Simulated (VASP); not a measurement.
Wanted: the native input for a VASP 6.6.1 run.

```
Task                   : single point
Functional             : r2SCAN
Potentials or basis    : VASP PAW PBE potentials, release 64 (Ru_pv)
Cutoff                 : 520 eV
k mesh                 : 15 × 15 × 1
Occupations            : fermi-dirac, width 0.05 eV
Spin                   : no spin polarisation
Dipole correction      : yes
Further INCAR settings : ALGO = Normal; EDIFF = 1e-06; NBANDS = 28
```

The system is Ru, a slab with vacuum.

```
Ru
1.0
     2.70289    0.00000    0.00000
    -1.35145    2.34077    0.00000
     0.00000    0.00000   20.26440
Ru
3
Cartesian
  0.0000 0.0000 8.0000
  0.0000 1.5605 10.1322
  0.0000 0.0000 12.2644
```

These files were run (other wordings do the same):

POSCAR

```
Ru
1.0
    2.7028907931      0.0000000000      0.0000000000
   -1.3514453966      2.3407720905      0.0000000000
    0.0000000000      0.0000000000     20.2644000000
Ru
3
Direct
    0.0000000000      0.0000000000      0.3947817592
    0.3333333340      0.6666666660      0.5000000000
    0.0000000000      0.0000000000      0.6052182408
```

INCAR.step1

```
ALGO = Normal
DIPOL = 0.5 0.5 0.500
EDIFF = 1E-4
ENCUT = 520
GGA = PE
IDIPOL = 3
ISMEAR = -1
LASPH = T
LCHARG = F
LDIPOL = T
LREAL = F
LWAVE = T
NBANDS = 28
NELM = 80
PREC = Accurate
SIGMA = 0.05
```

INCAR.step2

```
ALGO = Normal
DIPOL = 0.5 0.5 0.500
EDIFF = 1E-6
ENCUT = 520
IDIPOL = 3
ISIF = 2
ISMEAR = -1
ISTART = 1
LASPH = T
LCHARG = T
LDIPOL = T
LELF = T
LMIXTAU = T
LREAL = F
LVACPOTAV = T
LVHAR = T
LWAVE = F
METAGGA = R2SCAN
NBANDS = 28
NELM = 80
PREC = Accurate
SIGMA = 0.05
```

KPOINTS

```
k-points
0
Gamma
  15 15 1
```

Potentials or basis: VASP PAW PBE potentials, release 64 (Ru_pv).

Command:

```console
$ cat potpaw_PBE.64/Ru_pv/POTCAR > POTCAR
$ cp INCAR.step1 INCAR
$ mpirun -np 1 vasp_std > vasp.out
$ cp INCAR.step2 INCAR
$ mpirun -np 1 vasp_std > vasp.out
```

Results of the run:

```
Largest force          : 0.942 eV/Å
Band gap on the k mesh : zero (band 21 reaches 1.88 eV, above the bottom of band 22 at -0.26 eV)
```

Caveat: the PAW data sets were made with another functional, which shifts forces and pressure a little.

It took 4.1 min on 1 thread of Intel(R) Xeon(R) 6975P-C (Granite Rapids), on a shared host, peak memory 0.28 GiB.
